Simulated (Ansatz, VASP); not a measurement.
ZrPdSe4: VASP beside Ansatz

```xyz
6
Lattice="4.9273 0.0000 0.0000 -2.4636 4.2672 0.0000 0.0000 0.0000 5.6714" Properties=species:S:1:pos:R:3 pbc="T T T"
Zr    0.0000    0.0000    2.8357
Pd    0.0000    0.0000    0.0000
Se    2.4636    1.4224    1.5221
Se    0.0000    2.8448    4.1493
Se    0.0000    2.8448    1.5221
Se    2.4636    1.4224    4.1493
```

Change from the starting cell: species swapped into the MgAlB4 type (P6/mmm, No. 191).

Alike in both runs: task relaxation of cell and atoms; functional PBE; k mesh 6 × 6 × 4; occupations gaussian, width 0.1 eV; no spin polarisation.

```csv
,VASP,Ansatz
version,VASP 6.6.1,Ansatz 0.2.0
potentials or method,"VASP PAW PBE potentials, release 64 (Zr_sv, Pd, Se), cutoff 600 eV","scalar-relativistic, plane waves, PAW"
valence electrons in the cell,46,94
```

VASP gave:

* gap on the k mesh at the Fermi level, each at its own relaxed structure (eV): none
* relaxed volume (Å³/atom): 20.15
* relaxed length of the cell vector where the two differ most in proportion (Å): 5.725

**Question.** Estimate Ansatz's values.

**Answer.** gap on the k mesh at the Fermi level, each at its own relaxed structure (eV): none; relaxed volume (Å³/atom): 20.14; relaxed length of the cell vector where the two differ most in proportion (Å): 5.746.

A gap of «none» marks a metal or a gap that the smearing closes. VASP's potentials hold 46 valence electrons a cell and Ansatz's 94, so a difference there can come from the potentials and not from the codes.
